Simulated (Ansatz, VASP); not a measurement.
# La in VASP and in Ansatz

File POSCAR:

```
La
1.0
    3.4315615435      0.0000000000      0.0000000000
    0.0000000000      3.4315615435      0.0000000000
    0.0000000000      0.0000000000      3.4315615435
La
1
Direct
    0.0000000000      0.0000000000      0.0000000000
```

File INCAR.step1:

```
PREC     = Accurate       # precision mode
ENCUT    = 600            # plane-wave cutoff, eV
ISMEAR   = -1             # smearing method
SIGMA    = 0.1            # smearing width, eV
LREAL    = False          # projectors in reciprocal space
LASPH    = True           # aspherical terms in the spheres
NELM     = 60             # most SCF steps
GGA      = PE             # functional
ALGO     = Normal         # electronic algorithm
EDIFF    = 1E-4           # SCF threshold, eV
LWAVE    = True           # write WAVECAR
LCHARG   = False          # write CHGCAR
```

File INCAR.step2:

```
PREC     = Accurate       # precision mode
ENCUT    = 600            # plane-wave cutoff, eV
EDIFF    = 1E-6           # SCF threshold, eV
ISMEAR   = -1             # smearing method
SIGMA    = 0.1            # smearing width, eV
LREAL    = False          # projectors in reciprocal space
LASPH    = True           # aspherical terms in the spheres
NELM     = 60             # most SCF steps
ALGO     = Normal         # electronic algorithm
ISIF     = 3              # what is computed and relaxed
LWAVE    = False          # write WAVECAR
LCHARG   = False          # write CHGCAR
METAGGA  = R2SCAN         # meta-GGA
LMIXTAU  = True         
IBRION   = 2              # ionic algorithm
NSW      = 80             # ionic steps
EDIFFG   = -0.01          # ionic threshold
ISTART   = 1
```

KPOINTS

```
Automatic mesh
0
Gamma
  9 9 9
```

Input for Ansatz:

```yaml
crystal:
  lattice:
    - [3.4315615435, 0.0, 0.0]
    - [0.0, 3.4315615435, 0.0]
    - [0.0, 0.0, 3.4315615435]
  atoms:
    - { symbol: La, position: [0.0, 0.0, 0.0] }
hamiltonian:
  xc: r2scan
  pseudopotentials:
    kind: paw
    azcp:
      La: "pseudopotentials/La.paw.azcp"
basis:
  ecutwfc: 500
  fft_grid_basis: typed
kpoints:
  mp_grid: { grid: [9, 9, 9], shift: [0, 0, 0] }
magnetization:
  spin_polarized: false
scf:
  occupations: { method: fermi_dirac, width: 0.1 }
relax:
  max_steps: 60
  f_tol: 0.01
  cell: {}
```

Alike in both runs: task relaxation of cell and atoms; functional r2SCAN; k mesh 9 × 9 × 9; occupations fermi-dirac, width 0.1 eV; no spin polarisation.

|  | VASP | Ansatz |
| --- | --- | --- |
| version | VASP 6.6.1 | Ansatz 0.2.0 |
| potentials or method | VASP PAW PBE potentials, release 64 (La), cutoff 600 eV | plane waves (500 eV) with PAW, scalar-relativistic |
| valence electrons in the cell | 11 | 11 |

Ansatz gave:

* relaxed volume (Å³/atom): 35.89
* relaxed length of the cell vector where the two differ most in proportion (Å): 3.299

**Question.** Which values does VASP return?

**Answer.** Relaxed volume (Å³/atom): 35.98; relaxed length of the cell vector where the two differ most in proportion (Å): 3.301.

VASP's potentials were made for PBE, not for r2SCAN.

Neither program's run includes spin-orbit coupling.
